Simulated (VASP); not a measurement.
# DyAgH2 (Cmcm) in VASP: notebook

DyAgH2 is run at these levels: PBE; tasks: single point.

All numbers are computed with VASP 6.6.1; they aren't measurements. Logs are shortened: lines on timing, memory, paths and dates and some standing lists are left out, and cuts for length are marked.

**1. The cell of the first run**

It takes space group Cmcm (No. 63, orthorhombic). The conventional cell has a = 3.735 Å, b = 11.458 Å, c = 5.753 Å, α = 90.00°, β = 90.00°, γ = 90.00°. Within 2.8 Å of Dy (site symmetry m2m) lie 6 H at 2.12 to 2.19 Å. Ag (site symmetry m2m) has 10 H at 2.94 to 3.61 Å and 5 Dy at 3.07 to 3.31 Å and 4 Ag at 3.21 to 3.73 Å within 3.9 Å. H (site symmetry m) has 3 Dy at 2.12 to 2.19 Å and 3 H at 2.27 to 2.41 Å within 2.8 Å.

The cell was generated, and may not be a known phase.

**2. Single point, PBE**

INCAR reads:

```
SYSTEM = DyAgH2
  PREC = Accurate
  ENCUT = 500
  EDIFF = 1E-6
  ISMEAR = 0
  SIGMA = 0.2
  LREAL = .False.
  LASPH = .True.
  NELM = 200
  ALGO = Normal
  ISIF = 2
  LWAVE = .False.
  LCHARG = .False.
  GGA = PE
  NBANDS = 32
  GGA_COMPAT = .False.
  LMAXMIX = 6
```

KPOINTS reads:

```
regular mesh
0
Gamma
  4 4 3
  0 0 0
```

POSCAR reads:

```
DyAgH2
1.0
    1.8674186038     -5.7291857225      0.0000000000
    1.8674186038      5.7291857225      0.0000000000
    0.0000000000      0.0000000000      5.7525896960
Dy Ag H
2 2 4
Direct
    0.7056193282      0.2943806718      0.7500000000
    0.2943806718      0.7056193282      0.2500000000
    0.4380704419      0.5619295581      0.7500000000
    0.5619295581      0.4380704419      0.2500000000
    0.8106181422      0.1893818578      0.4471544923
    0.1893818578      0.8106181422     -0.0528455077
    0.1893818578      0.8106181422      0.5528455077
    0.8106181422      0.1893818578      1.0528455077
```

Potentials or basis: VASP PAW PBE potentials, release 64 (Dy_3, Ag, H), 4f in core.

On the command line:

```console
cat potpaw_PBE.64/Dy_3/POTCAR potpaw_PBE.64/Ag/POTCAR potpaw_PBE.64/H/POTCAR > POTCAR
mpirun -np 1 vasp_std > vasp.out
```

OUTCAR:

```text
SYSTEM = DyAgH2
   PREC = Accurate
   ENCUT = 500
   EDIFF = 1E-6
   ISMEAR = 0
   LREAL = .False.
   LASPH = .True.
   NELM = 200
   ISIF = 2
   GGA = PE

 ion  position               nearest neighbor table
   1  0.706  0.294  0.750-   5 2.12   8 2.12   6 2.19   7 2.19   6 2.19   7 2.19   3 3.07   3 3.25
                             3 3.25   4 3.31   4 3.31   2 3.58   2 3.58   2 3.58   2 3.58
   2  0.294  0.706  0.250-   6 2.12   7 2.12   5 2.19   8 2.19   5 2.19   8 2.19   4 3.07   4 3.25
                             4 3.25   3 3.31   3 3.31   1 3.58   1 3.58   1 3.58   1 3.58
   3  0.438  0.562  0.750-   1 3.07   4 3.21   4 3.21   1 3.25   1 3.25   2 3.31   2 3.31
   4  0.562  0.438  0.250-   2 3.07   3 3.21   3 3.21   2 3.25   2 3.25   1 3.31   1 3.31
   5  0.811  0.189  0.447-   1 2.12   2 2.19   2 2.19
   6  0.189  0.811  0.947-   2 2.12   1 2.19   1 2.19
   7  0.189  0.811  0.553-   2 2.12   1 2.19   1 2.19
   8  0.811  0.189  0.053-   1 2.12   2 2.19   2 2.19

  LATTYP: Found a base centered orthorhombic cell.
 ALAT       =     3.7348372076
 B/A-ratio  =     3.0679707864
 C/A-ratio  =     1.5402517904

  Lattice vectors:

 A1 = (   1.8674186038,  -5.7291857225,   0.0000000000)
 A2 = (   1.8674186038,   5.7291857225,   0.0000000000)
 A3 = (   0.0000000000,   0.0000000000,   5.7525896960)

Analysis of symmetry for initial positions (statically):
=====================================================================
 Subroutine PRICEL returns:
 Original cell was already a primitive cell.

 Routine SETGRP: Setting up the symmetry group for a
 base centered orthorhombic supercell.

 Subroutine GETGRP returns: Found  8 space group operations
 (whereof  4 operations were pure point group operations)
 out of a pool of  8 trial point group operations.

The static configuration has the point symmetry C_2h.
 The point group associated with its full space group is D_2h.

Analysis of symmetry for dynamics (positions and initial velocities):
=====================================================================
 Subroutine PRICEL returns:
 Original cell was already a primitive cell.

 Routine SETGRP: Setting up the symmetry group for a
 base centered orthorhombic supercell.

 Subroutine GETGRP returns: Found  8 space group operations
 (whereof  4 operations were pure point group operations)
 out of a pool of  8 trial point group operations.

The dynamic configuration has the point symmetry C_2h.
 The point group associated with its full space group is D_2h.

 Subroutine INISYM returns: Found  8 space group operations
 (whereof  4 operations are pure point group operations),
[... 104 lines left out ...]
   ISYM   =      2    0-nonsym 1-usesym 2-fastsym
   POTIM  = 0.5000    time-step for ionic-motion
   TEBEG  =    0.0;   TEEND  =   0.0 temperature during run
   PSTRESS=    0.0 pullay stress
   NELECT =      44.0000    total number of electrons
   NUPDOWN=      -1.0000    fix difference up-down
   EMIN   =  10.00;   EMAX   =-10.00  energy-range for DOS
   EFERMI =   0.00;   METHOD = LEGACY
   ISMEAR =     0;   SIGMA  =   0.20  broadening in eV -4-tet -1-fermi 0-gaus
   EFERMI_NEDOS =   21; number of points for ismear=-14 and -15
   IALGO  =     38    algorithm
   IMIX   =      4    mixing-type and parameters
     AMIX     =   0.40;   BMIX     =  1.00
     AMIX_MAG =   1.60;   BMIX_MAG =  1.00
  volume/ion in A,a.u.               =      15.39       103.83
  Fermi-wavevector in a.u.,A,eV,Ry     =   1.161849  2.195576 18.366414  1.349893
  Thomas-Fermi vector in A             =   2.298417
   LORBIT       =      0    0 simple, 1 ext, 2 COOP (PROOUT), +10 PAW based schemes
   GGA     = PE    functional components
   LHFCALC =     F    Hartree Fock is set to
   AEXX    =    0.0000 exact exchange contribution
   IVDW    =     0    specifies the selected vdW correction
   LEPSILON=     F    determine dielectric tensor
   LRPA    =     F    only Hartree local field effects (RPA)
 non-spin polarized calculation
 Gauss-broadening in eV      SIGMA  =   0.20
  energy-cutoff  :      500.00
  volume of cell :      123.09
 maximum number of plane-waves:      3145
 NGX is ok and might be reduce to    48
   NGX = 21   NGY = 21   NGZ = 21

 number of electron      44.0000004 magnetization

 Free energy of the ion-electron system (eV)
  ---------------------------------------------------
  ext. energy  EPLUGINS =         0.00000000
  ---------------------------------------------------
  free energy    TOTEN  =       -30.22822436 eV

  energy without entropy =      -30.21255095  energy(sigma->0) =      -30.22038765

 E-fermi :   3.4677     XC(G=0):  -9.9047

 val. band max:        3.4010895108   @ k =   0.5000   0.2500   0.0000
 cond. band min:       3.6498344022   @ k =   0.2500   0.2500   0.3333
 fundamental gap:      0.2487448914
 Fermi energy:         3.4676994569

 k-point     1 :       0.0000    0.0000    0.0000
  band No.  band energies     occupation
      1     -19.9168      2.00000
      2     -19.8135      2.00000
      3     -19.7966      2.00000
      4     -19.5806      2.00000
      5     -19.4423      2.00000
      6     -19.4115      2.00000
[... 479 lines left out ...]
     31       9.2053      0.00000
     32       9.3970      0.00000

------------------------ aborting loop because EDIFF is reached ----------------------------------------

  FORCE on cell =-STRESS in cart. coord.  units (eV):
  Direction    XX          YY          ZZ          XY          YZ          ZX
  --------------------------------------------------------------------------------------
  -------------------------------------------------------------------------------------
  Total        0.2630012      0.3369380      0.0273980      0.0000000      0.0000000      0.0000000
  in kB        3.4232636      4.3856356      0.3566166      0.0000000      0.0000000      0.0000000
  external PRESSURE =       2.7218386 kB  Pullay stress =       0.0000000 kB

 VOLUME and BASIS-vectors are now :
 -----------------------------------------------------------------------------
  energy-cutoff  :      500.00
  volume of cell :      123.09
      direct lattice vectors                 reciprocal lattice vectors
     1.867418604 -5.729185722  0.000000000     0.267749287 -0.087272437  0.000000000
     1.867418604  5.729185722  0.000000000     0.267749287  0.087272437  0.000000000
     0.000000000  0.000000000  5.752589696     0.000000000  0.000000000  0.173834751

 POSITION                                       TOTAL-FORCE (eV/Angst)
 -----------------------------------------------------------------------------------
      1.86742     -2.35606      4.31444         0.000000      0.020768      0.000000
      1.86742      2.35606      1.43815         0.000000     -0.020768      0.000000
      1.86742      0.70961      4.31444         0.000000     -0.011100      0.000000
      1.86742     -0.70961      1.43815         0.000000      0.011100     -0.000000
      1.86742     -3.55918      2.57230         0.000000     -0.003551      0.027449
      1.86742      3.55918      5.44859         0.000000      0.003551      0.027449
      1.86742      3.55918      3.18029         0.000000      0.003551     -0.027449
      1.86742     -3.55918      0.30400         0.000000     -0.003551     -0.027449
 -----------------------------------------------------------------------------------
    total drift:                                0.000000      0.000000      0.000000

  FREE ENERGIE OF THE ION-ELECTRON SYSTEM (eV)
  ---------------------------------------------------
  free  energy   TOTEN  =       -30.2282243603 eV

  energy  without entropy=      -30.2125509497  energy(sigma->0) =      -30.22038765
```

OSZICAR:

```text
N       E                     dE             d eps       ncg     rms          rms(c)
DAV:   1     0.251301854357E+03    0.25130E+03   -0.19764E+04   904   0.124E+03
DAV:   2    -0.170386006444E+02   -0.26834E+03   -0.25618E+03   896   0.358E+02
DAV:   3    -0.331625043050E+02   -0.16124E+02   -0.15354E+02  1184   0.692E+01
DAV:   4    -0.337062787263E+02   -0.54377E+00   -0.54217E+00  1024   0.139E+01
DAV:   5    -0.337237862494E+02   -0.17508E-01   -0.17497E-01  1184   0.232E+00    0.400E+01
DAV:   6    -0.306558691528E+02    0.30679E+01   -0.97810E+00  1016   0.193E+01    0.229E+01
DAV:   7    -0.302315810930E+02    0.42429E+00   -0.31265E+00  1136   0.101E+01    0.909E+00
DAV:   8    -0.302452287232E+02   -0.13648E-01   -0.36697E-01  1088   0.407E+00    0.208E+00
DAV:   9    -0.302300164468E+02    0.15212E-01   -0.63672E-02  1072   0.145E+00    0.745E-01
DAV:  10    -0.302281727062E+02    0.18437E-02   -0.14236E-02  1136   0.606E-01    0.143E-01
DAV:  11    -0.302282042441E+02   -0.31538E-04   -0.17763E-03  1040   0.240E-01    0.669E-02
DAV:  12    -0.302282226072E+02   -0.18363E-04   -0.11628E-04  1048   0.649E-02    0.136E-02
DAV:  13    -0.302282243559E+02   -0.17487E-05   -0.10212E-05  1120   0.221E-02    0.447E-03
DAV:  14    -0.302282243603E+02   -0.44411E-08   -0.10094E-06   784   0.824E-03
   1 F= -.30228224E+02 E0= -.30220388E+02  d E =-.156734E-01
```

Wall time 83 s (1 thread of AMD EPYC 7R13 (Zen 3), shared host); peak memory 0.29 GiB.

What came out:

```
Free energy            : -30.2282 eV
Pressure               : 0.3 GPa
Largest force          : 0.028 eV/Å
Band gap on the k mesh : zero (bands 22 and 23 overlap by 0.43 eV)
```

Forces in eV/Å, atoms in the order of the input:
```
Dy   0.000  0.021  0.000
Dy   0.000 -0.021  0.000
Ag   0.000 -0.011  0.000
Ag   0.000  0.011  0.000
H    0.000 -0.004  0.027
H    0.000  0.004  0.027
H    0.000  0.004 -0.027
H    0.000 -0.004 -0.027
```

Stress tensor (GPa, compression positive):
```
0.34 0.00 0.00
0.00 0.44 0.00
0.00 0.00 0.04
```

Caveat: the k points lie up to 0.44 Å⁻¹ apart; spin-orbit coupling is left out, which moves the levels of the heavy elements; the 4f electrons are frozen in the core, so they carry no moment and show no levels. Spin polarisation is off, so any magnetic state and its effect on volume and gap are missing.

(Continued in part 2 of 2.)

The gap in the log of VASP goes by the Fermi energy; the results here count the filled bands.